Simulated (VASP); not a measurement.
The system is CoO.

```
Co O
1.0
     1.50547    0.86918    2.43993
    -1.50547    0.86918    2.43993
     0.00000   -1.73837    2.43993
Co O
1 1
Direct
  0.00000 0.00000 0.00000
  0.50000 0.50000 0.50000
```

| Item | Value |
| --- | --- |
| Program | VASP 6.6.1 |
| Task | relaxation of cell and atoms |
| Functional | PBE |
| Potentials or basis | VASP PAW PBE potentials, release 64 (Co, O) |
| Cutoff | 600 eV |
| k mesh | 18 × 18 × 18 |
| Occupations | gaussian, width 0.1 eV |
| Spin | collinear spin, ferromagnetic start |
| Starting moments | [3.0, 1.0] μB |

At the start: pressure -0.8 GPa; volume 9.58 Å³/atom.

Where does the relaxation end?

Over 12 steps the energy falls by 4.1 meV/atom and the volume is 9.46 Å³/atom (-1.3 %); space group Fm-3m (No. 225, to 0.1 Å) before, R-3m (No. 166, to 0.1 Å); moment 2.83 μB per cell.

Step by step:
```tsv
step	energy change (eV)	largest force (eV/Å)	pressure (GPa)	volume (Å³)
1	0.0000	0.0000	-0.78	19.16
2	-0.0003	0.0000	0.27	19.03
3	-0.0003	0.0000	0.10	19.05
4	-0.0004	0.0000	0.11	19.04
5	-0.0008	0.0000	0.15	19.04
6	-0.0019	0.0000	0.23	19.02
7	-0.0049	0.0000	0.30	18.98
8	-0.0081	0.0000	0.28	18.88
9	-0.0082	0.0000	0.26	18.89
10	-0.0082	0.0000	0.30	18.89
11	-0.0049	0.0000	-2.83	19.23
12	-0.0082	0.0000	0.04	18.91
```

Final structure:
```
CELL_PARAMETERS angstrom
1.54281 0.89074 2.29396
-1.54281 0.89074 2.29396
0.00000 -1.78148 2.29396
ATOMIC_POSITIONS crystal
Co 0.00000 0.00000 0.00000
O 0.50000 0.50000 0.50000
```

Caveat: a cell with one magnetic atom can't hold antiferromagnetic order, which such compounds often take.
